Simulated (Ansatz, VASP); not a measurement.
**One calculation of NaI, two programs**

```xyz
2
Lattice="0.0000 3.1393 3.2849 3.1393 0.0000 3.2849 3.1393 3.1393 0.0000" Properties=species:S:1:pos:R:3 pbc="T T T"
Na    0.0000    0.0000    0.0000
I     3.1393    3.1393    3.2849
```

Change from the starting cell: strain -0.030 along x and y, +0.015 along z, atoms carried along.

Alike in both runs: task single point; functional PBEsol; k mesh 6 × 6 × 6; occupations gaussian, width 0.05 eV; no spin polarisation.

|  | VASP | Ansatz |
| --- | --- | --- |
| version | VASP 6.6.1 | Ansatz 0.2.0 |
| potentials or method | VASP PAW PBE potentials, release 64 (Na_pv, I), cutoff 520 eV | scalar-relativistic, plane waves, PAW |
| valence electrons in the cell | 14 | 26 |

```csv
,VASP,Ansatz,Ansatz less VASP
gap on the k mesh at the Fermi level (eV),3.60,3.61,+0.004
least direct gap on the mesh (eV),3.60,3.61,+0.004
pressure (GPa),0.4,0.3,-0.04
"traceless stress, the component that is largest in VASP (GPa)",-0.88,-0.87,+0.011
```

VASP's potentials were made for PBE, not for PBEsol. VASP's potentials hold 14 valence electrons a cell and Ansatz's 26, so a difference there can come from the potentials and not from the codes.

Neither program's run includes spin-orbit coupling.
